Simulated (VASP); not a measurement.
# Te (R-3m) in VASP: notebook

Te is run at these levels: PBE+D3(BJ), PBEsol; tasks: single point.

All numbers are computed with VASP 6.6.1; they aren't measurements. Logs are shortened: lines on timing, memory, paths and dates and some standing lists are left out, and cuts for length are marked.

**1. The cell of the first run**

It takes space group R-3m (No. 166, trigonal). The conventional cell has a = 4.612 Å, b = 4.612 Å, c = 5.073 Å, α = 90.00°, β = 90.00°, γ = 120.00°. Te (site symmetry -3m) has 6 Te at 3.15 Å within 4.2 Å.

**2. Single point, PBE+D3(BJ)**

INCAR

```
ALGO = Normal ; EDIFF = 1E-7
ENCUT = 520 ; GGA = PE
ISIF = 2 ; ISMEAR = -5
IVDW = 12 ; LASPH = T
LCHARG = F ; LREAL = F
LWAVE = F ; NBANDS = 9
NELM = 100 ; PREC = Accurate
SIGMA = 0.05
```

KPOINTS

```
k-points
0
Gamma
  9 9 9
```

POSCAR

```
Te
1.0
    2.3059043427      1.3313144930      1.6909537039
   -2.3059043427      1.3313144930      1.6909537039
    0.0000000000     -2.6626289860      1.6909537039
Te
1
Direct
    0.5000000000      0.5000000000      0.5000000000
```

Potentials or basis: VASP PAW PBE potentials, release 64 (Te).

Started as:

```console
> cat potpaw_PBE.64/Te/POTCAR > POTCAR
> mpirun -np 1 vasp_std > vasp.out
```

OUTCAR:

```text
EDIFF = 1E-7
   ENCUT = 520
   GGA = PE
   ISIF = 2
   ISMEAR = -5
   IVDW = 12
   LASPH = T
   LREAL = F
   NELM = 100
   PREC = Accurate
 IVDW          = 12

 ion  position               nearest neighbor table
   1  0.500  0.500  0.500-

  LATTYP: Found a trigonal (rhomboedric) cell.
 ALAT       =     3.1541904739
 COS(alpha) =    -0.0688991668

  Lattice vectors:

 A1 = (   2.3059043427,   1.3313144930,   1.6909537039)
 A2 = (  -2.3059043427,   1.3313144930,   1.6909537039)
 A3 = (   0.0000000000,  -2.6626289860,   1.6909537039)

Analysis of symmetry for initial positions (statically):
=====================================================================
 Subroutine PRICEL returns:
 Original cell was already a primitive cell.

 Routine SETGRP: Setting up the symmetry group for a
 trigonal (rhombohedral) supercell.

 Subroutine GETGRP returns: Found 12 space group operations
 (whereof 12 operations were pure point group operations)
 out of a pool of 12 trial point group operations.

The static configuration has the point symmetry D_3d.

Analysis of symmetry for dynamics (positions and initial velocities):
=====================================================================
 Subroutine PRICEL returns:
 Original cell was already a primitive cell.

 Routine SETGRP: Setting up the symmetry group for a
 trigonal (rhombohedral) supercell.

 Subroutine GETGRP returns: Found 12 space group operations
 (whereof 12 operations were pure point group operations)
 out of a pool of 12 trial point group operations.

The dynamic configuration has the point symmetry D_3d.

 Subroutine INISYM returns: Found 12 space group operations
 (whereof 12 operations are pure point group operations),
 and found     1 'primitive' translations

----------------------------------------------------------------------------------------

                                     Primitive cell

  volume of cell :      31.1462

  direct lattice vectors                    reciprocal lattice vectors
     2.305904343  1.331314493  1.690953704     0.216834667  0.125189553  0.197127415
    -2.305904343  1.331314493  1.690953704    -0.216834667  0.125189553  0.197127415
     0.000000000 -2.662628986  1.690953704     0.000000000 -0.250379107  0.197127415

  length of vectors
     3.154190474  3.154190474  3.154190474     0.318667405  0.318667405  0.318667405

  position of ions in fractional coordinates (direct lattice)
     0.500000000  0.500000000  0.500000000

  ion indices of the primitive-cell ions
   primitive index   ion index
                 1           1

----------------------------------------------------------------------------------------

 KPOINTS: k-points

Automatic generation of k-mesh.
 Grid dimensions read from file:
 generate k-points for:    9    9    9

 Generating k-lattice:

  Cartesian coordinates                     Fractional coordinates (reciprocal lattice)
     0.024092741  0.013909950  0.021903046     0.111111111  0.000000000  0.000000000
    -0.024092741  0.013909950  0.021903046     0.000000000  0.111111111  0.000000000
     0.000000000 -0.027819901  0.021903046     0.000000000  0.000000000  0.111111111

  Length of vectors
     0.035407489  0.035407489  0.035407489

  Shift w.r.t. Gamma in fractional coordinates (k-lattice)
     0.000000000  0.000000000  0.000000000

 TETIRR: Found   1072 inequivalent tetrahedra from     4374

 Subroutine IBZKPT returns following result:
 ===========================================

 Found     85 irreducible k-points:

 Following reciprocal coordinates:
            Coordinates               Weight
  0.000000  0.000000  0.000000      1.000000
  0.111111  0.000000  0.000000      6.000000
  0.222222  0.000000  0.000000      6.000000
  0.333333  0.000000  0.000000      6.000000
  0.444444  0.000000  0.000000      6.000000
  0.111111  0.111111  0.000000      6.000000
[... 16 lines left out ...]
 -0.333333  0.333333  0.000000      6.000000
  0.444444  0.444444  0.000000      6.000000
 [... further k-points ...]
   k-points           NKPTS =     85   k-points in BZ     NKDIM =     85   number of bands    NBANDS=      9
   number of dos      NEDOS =    301   number of ions     NIONS =      1
   total plane-waves  NPLWV =  13824
   dimension x,y,z NGX =    24 NGY =   24 NGZ =   24
   dimension x,y,z NGXF=    48 NGYF=   48 NGZF=   48
   ions per type =               1
   NGX,Y,Z   is equivalent  to a cutoff of  12.65, 12.65, 12.65 a.u.
   NGXF,Y,Z  is equivalent  to a cutoff of  25.30, 25.30, 25.30 a.u.
 SYSTEM =  unknown system
   PREC   = accura    normal or accurate (medium, high low for compatibility)
   ISTART =      0    job   : 0-new  1-cont  2-samecut
   ICHARG =      2    charge: 1-file 2-atom 10-const
   ISPIN  =      1    spin polarized calculation?
   LNONCOLLINEAR =      F non collinear calculations
   LSORBIT =      F    spin-orbit coupling
   LASPH  =      T    aspherical Exc in radial PAW
   ENCUT  =  520.0 eV  38.22 Ry    6.18 a.u.   5.86  5.86  5.86*2*pi/ulx,y,z
   NELM   =    100;   NELMIN=  2; NELMDL= -5     # of ELM steps
   EDIFF  = 0.1E-06   stopping-criterion for ELM
   LREAL  =      F    real-space projection
   EDIFFG = 0.1E-05   stopping-criterion for IOM
   NSW    =      0    number of steps for IOM
   IBRION =     -1    ionic relax: 0-MD 1-quasi-New 2-CG
   NFREE  =      0    steps in history (QN), initial steepest desc. (CG)
   ISIF   =      2    stress and relaxation
   ISYM   =      2    0-nonsym 1-usesym 2-fastsym
   POTIM  = 0.5000    time-step for ionic-motion
   TEBEG  =    0.0;   TEEND  =   0.0 temperature during run
   PSTRESS=    0.0 pullay stress
   NELECT =       6.0000    total number of electrons
   NUPDOWN=      -1.0000    fix difference up-down
   EMIN   =  10.00;   EMAX   =-10.00  energy-range for DOS
   EFERMI =   0.00;   METHOD = LEGACY
   ISMEAR =    -5;   SIGMA  =   0.05  broadening in eV -4-tet -1-fermi 0-gaus
   EFERMI_NEDOS =   21; number of points for ismear=-14 and -15
   IALGO  =     38    algorithm
   IMIX   =      4    mixing-type and parameters
     AMIX     =   0.40;   BMIX     =  1.00
     AMIX_MAG =   1.60;   BMIX_MAG =  1.00
  volume/ion in A,a.u.               =      31.15       210.18
  Fermi-wavevector in a.u.,A,eV,Ry     =   0.945490  1.786717 12.162947  0.893951
  Thomas-Fermi vector in A             =   2.073397
   LORBIT       =      0    0 simple, 1 ext, 2 COOP (PROOUT), +10 PAW based schemes
   GGA     = PE    functional components
   LHFCALC =     F    Hartree Fock is set to
   AEXX    =    0.0000 exact exchange contribution
   IVDW    =    12    specifies the selected vdW correction
   LEPSILON=     F    determine dielectric tensor
   LRPA    =     F    only Hartree local field effects (RPA)
 non-spin polarized calculation
 Fermi weights with tetrahedron method with Bloechl corrections
  energy-cutoff  :      520.00
  volume of cell :       31.15
 maximum number of plane-waves:       858
   NGX = 11   NGY = 11   NGZ = 11

 number of electron       5.9999999 magnetization

 Free energy of the ion-electron system (eV)
  ---------------------------------------------------
  ext. energy  EPLUGINS =         0.00000000
  ---------------------------------------------------
  free energy    TOTEN  =        -3.08385989 eV

  energy without entropy =       -3.08385989  energy(sigma->0) =       -3.08385989

 E-fermi :   7.0857     XC(G=0):  -9.5031

 val. band max:        7.0880773218   @ k =   0.2222   0.1111   0.1111
 cond. band min:       6.9251401091   @ k =   0.1111   0.1111   0.1111
 fundamental gap:     -0.1629372127
 Fermi energy:         7.0856612813

 k-point     1 :       0.0000    0.0000    0.0000
  band No.  band energies     occupation
      1      -6.8841      2.00000
      2       8.0587     -0.79891
      3       8.5245     -0.01906
      4       8.5245      0.00000
      5      13.1474      0.00000
      6      13.1474      0.00000
      7      13.8093      0.00000
      8      23.9187      0.00000
      9      24.0668      0.00000

 k-point     2 :       0.1111    0.0000    0.0000
  band No.  band energies     occupation
      1      -6.7301      2.00000
      2       6.8026      1.91016
      3       8.3625     -0.15537
      4       8.6520     -0.00024
      5      13.2917      0.00000
      6      13.7063      0.00000
      7      15.2520      0.00000
      8      21.8103      0.00000
      9      21.9007      0.00000

 k-point     3 :       0.2222    0.0000    0.0000
  band No.  band energies     occupation
      1      -6.2894      2.00000
      2       4.3857      2.00000
      3       8.6933     -0.17393
      4       9.0028     -0.00166
      5      13.7019      0.00000
      6      14.2506      0.00000
      7      18.2394      0.00000
      8      19.9327      0.00000
      9      20.0110      0.00000

 k-point     4 :       0.3333    0.0000    0.0000
  band No.  band energies     occupation
      1      -5.6553      2.00000
      2       2.2790      2.00000
      3       9.1493      0.00000
      4       9.4674      0.00000
      5      14.2714      0.00000
      6      15.0732      0.00000
      7      17.9052      0.00000
      8      18.5331      0.00000
      9      20.3203      0.00000

 k-point     5 :       0.4444    0.0000    0.0000
  band No.  band energies     occupation
      1      -5.1003      2.00000
      2       0.9616      2.00000
      3       9.5014      0.00000
      4       9.8271      0.00000
      5      14.7031      0.00000
      6      15.9684      0.00000
      7      17.1343      0.00000
      8      18.1144      0.00000
      9      18.7840      0.00000

 k-point     6 :       0.1111    0.1111    0.0000
  band No.  band energies     occupation
      1      -6.5593      2.00000
      2       6.7415      1.98571
      3       6.9029      1.15964
      4       8.6405     -0.00295
      5      13.6731      0.00000
      6      15.3589      0.00000
      7      15.7219      0.00000
      8      21.8477      0.00000
      9      22.0129      0.00000
[... 169 lines left out ...]
 k-point    21 :       0.4444    0.3333    0.0000
  band No.  band energies     occupation
      1      -3.8281      2.00000
      2       1.9941      2.00000
      3       3.8025      2.00000
      4      10.5848      0.00000
      5      10.8188      0.00000
      6      16.6887      0.00000
      7      19.1419      0.00000
      8      19.3244      0.00000
      9      20.1824      0.00000

 k-point    22 :      -0.4444    0.3333    0.0000
  band No.  band energies     occupation
      1      -3.9105      2.00000
      2       2.1681      2.00000
      3       3.9872      2.00000
      4      10.3729      0.00000
      5      10.6061      0.00000
      6      16.5733      0.00000
      7      18.4794      0.00000
      8      19.7453      0.00000
      9      20.4052      0.00000

 k-point    23 :      -0.3333    0.3333    0.0000
  band No.  band energies     occupation
      1      -4.5041      2.00000
      2       3.5664      2.00000
      3       3.6561      2.00000
      4      10.2533      0.00000
      5      11.1976      0.00000
      6      15.8721      0.00000
      7      19.0235      0.00000
      8      19.3094      0.00000
      9      21.7825      0.00000

 k-point    24 :       0.4444    0.4444    0.0000
  band No.  band energies     occupation
      1      -3.2827      2.00000
      2       2.1981      2.00000
      3       2.8654      2.00000
      4       9.4839      0.00000
      5      10.9465      0.00000
      6      17.3463      0.00000
      7      19.2233      0.00000
      8      19.6531      0.00000
      9      19.9851      0.00000

 [... further k-points ...]

------------------------ aborting loop because EDIFF is reached ----------------------------------------

 Edisp (eV)   -0.47141

 E8    (eV) :    -0.2166

  FORCE on cell =-STRESS in cart. coord.  units (eV):
  Direction    XX          YY          ZZ          XY          YZ          ZX
  --------------------------------------------------------------------------------------
  -------------------------------------------------------------------------------------
  Total       0.01755     0.01755    -0.09284     0.00000     0.00000    -0.00000
  in kB       0.90258     0.90258    -4.77599     0.00000     0.00000    -0.00000
  external pressure =       -0.99 kB  Pullay stress =        0.00 kB

 VOLUME and BASIS-vectors are now :
 -----------------------------------------------------------------------------
  energy-cutoff  :      520.00
  volume of cell :       31.15
      direct lattice vectors                 reciprocal lattice vectors
     2.305904343  1.331314493  1.690953704     0.216834667  0.125189553  0.197127415
    -2.305904343  1.331314493  1.690953704    -0.216834667  0.125189553  0.197127415
     0.000000000 -2.662628986  1.690953704     0.000000000 -0.250379107  0.197127415

 POSITION                                       TOTAL-FORCE (eV/Angst)
 -----------------------------------------------------------------------------------
      0.00000      0.00000      2.53643         0.000000      0.000000      0.000000
 -----------------------------------------------------------------------------------
    total drift:                                0.000000      0.000000     -0.000000

  FREE ENERGIE OF THE ION-ELECTRON SYSTEM (eV)
  ---------------------------------------------------
  free  energy   TOTEN  =        -3.5552691791 eV

  energy  without entropy=       -3.5552691791  energy(sigma->0) =       -3.55526918
```

Run time: 7.8 s. Hardware: 1 thread of Intel Xeon 6975P-C (Granite Rapids), shared host; peak memory 0.16 GiB.

What came out:

| Quantity | Value |
| --- | --- |
| Free energy | -3.5553 eV |
| Pressure | -0.1 GPa |
| Band gap on the k mesh | zero (band 3 reaches 9.50 eV, above the bottom of band 4 at 4.60 eV) |
| Dispersion energy per atom | -0.471 eV |

Caveat: spin-orbit coupling is left out, which moves the levels of the heavy elements; pairwise dispersion overbinds metals, which lowers pressure and volume; tetrahedron occupations give inexact forces and stress in metals.

**3. Single point, PBEsol (volume scaled by 0.94)**

INCAR

```
PREC = Accurate
ENCUT = 520
EDIFF = 1E-6
ISMEAR = -1
SIGMA = 0.05
LREAL = False
LASPH = True
NELM = 100
ALGO = Normal
ISIF = 2
LWAVE = False
LCHARG = False
GGA = PS
NBANDS = 9
```

KPOINTS

```
regular mesh
0
Gamma
  9 9 9
```

POSCAR

```
Te
1.0
    2.2588318621      1.3041371837      1.6564347588
   -2.2588318621      1.3041371837      1.6564347588
    0.0000000000     -2.6082743673      1.6564347588
Te
1
Direct
    0.5000000000      0.5000000000      0.5000000000
```

Potentials or basis: VASP PAW PBE potentials, release 64 (Te).

Started as:

```console
> cat potpaw_PBE.64/Te/POTCAR > POTCAR
> mpirun -np 1 vasp_std > vasp.out
```

Run time: 5.5 s. Hardware: 1 thread of Intel Xeon Platinum 8559C (Emerald Rapids), shared host; peak memory 0.14 GiB.

The run converged. Its results:

* Free energy: -3.4831 eV
* Pressure: 4.0 GPa
* Band gap on the k mesh: zero (band 3 reaches 10.45 eV, above the bottom of band 4 at 5.14 eV)

Stress tensor (GPa, compression positive):
```
4.36 0.00 0.00
0.00 4.36 0.00
0.00 0.00 3.41
```

Levels at points of the mesh, in eV from the Fermi level:
```tsv
k point	band 1	band 2	band 3	band 4	band 5	band 6	band 7
(0.00, 0.00, 0.00)	-14.52	1.03	1.51	1.51	5.98	5.98	6.82
```

Caveat: the PAW data sets were made with another functional, which shifts forces and pressure a little; spin-orbit coupling is left out, which moves the levels of the heavy elements.

(Part 1 of 2 ends here.)
